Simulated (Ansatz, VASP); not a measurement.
One calculation of TiCo, two programs

```
CELL_PARAMETERS angstrom
2.98611 0.00000 0.00000
0.00000 2.98611 0.00000
0.00000 0.00000 2.98611
ATOMIC_POSITIONS crystal
Co 0.50000 0.50000 0.50000
Ti 0.00000 0.00000 0.00000
```

Alike in both runs: task relaxation of cell and atoms; functional PBE; dispersion D3(BJ); k mesh 9 × 9 × 9; occupations fermi-dirac, width 0.05 eV; collinear spin.

|  | VASP | Ansatz |
| --- | --- | --- |
| version | VASP 6.6.1 | Ansatz 0.2.0 |
| potentials or method | VASP PAW PBE potentials, release 64 (Co, Ti_sv) | Ansatz PAW |
| plane-wave cutoff (eV) | 600 | 420 |
| valence electrons in the cell | 21 | 29 |

Ansatz gave:

| Property | Result |
| --- | --- |
| gap on the k mesh at the Fermi level, each at its own relaxed structure (eV) | none |
| net moment per atom (μB) | 0.37 |
| size of the moment on the site where the two differ most (μB) | 0.81 |
| relaxed volume (Å³/atom) | 12.73 |
| relaxed cell length with the largest relative difference (Å) | 2.942 |

Q: Which values does VASP return?

A: gap on the k mesh at the Fermi level, each at its own relaxed structure (eV): none; net moment per atom (μB): 0.34; size of the moment on the site where the two differ most (μB): 0.74; relaxed volume (Å³/atom): 12.68; relaxed cell length with the largest relative difference (Å): 2.938.

Site moments also hang on the region over which each program counts them. A gap of «none» marks a metal or a gap that the smearing closes. VASP's potentials hold 21 valence electrons a cell and Ansatz's 29, so a difference there can come from the potentials and not from the codes.

Noted on Ansatz's run: the plane-wave basis is chosen anew once the cell has moved, so the energies of steps on either side of that aren't comparable.
